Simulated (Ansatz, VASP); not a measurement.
SiC: VASP beside Ansatz

```
Si C
1.0
    -0.01401    2.17217    2.18618
     2.17217   -0.01401    2.18618
     2.15816    2.15816    0.00000
Si C
1 1
Direct
  0.99940 0.99940 0.00060
  0.25060 0.25060 0.24940
```

Change from the starting cell: strained cell.

Alike in both runs: functional LDA; k mesh 10 × 10 × 10; occupations gaussian, width 0.02 eV; no spin polarisation.

Ansatz relaxed the structure, and its values are those at the end. VASP's run is a single point on that final structure, the one shown.

```csv
,VASP,Ansatz
version,VASP 6.6.1,Ansatz 0.2.0
potentials or method,"VASP PAW LDA potentials, release 64 (Si, C), cutoff 600 eV","scalar-relativistic, plane waves, PAW"
valence electrons in the cell,8,8
```

```tsv
	VASP	Ansatz	Ansatz less VASP
gap on the k mesh at the Fermi level (eV)	1.20	1.22	+0.013
least direct gap on the mesh (eV)	4.37	4.39	+0.017
pressure (GPa)	-3.5	-3.8	-0.24
```

Ansatz warns that its potentials were made for another functional, while VASP's fit it. LDA's correlation is that of Perdew and Zunger in VASP and of Perdew and Wang (1992) in Ansatz. Ansatz's warnings: stress scf threshold loose.
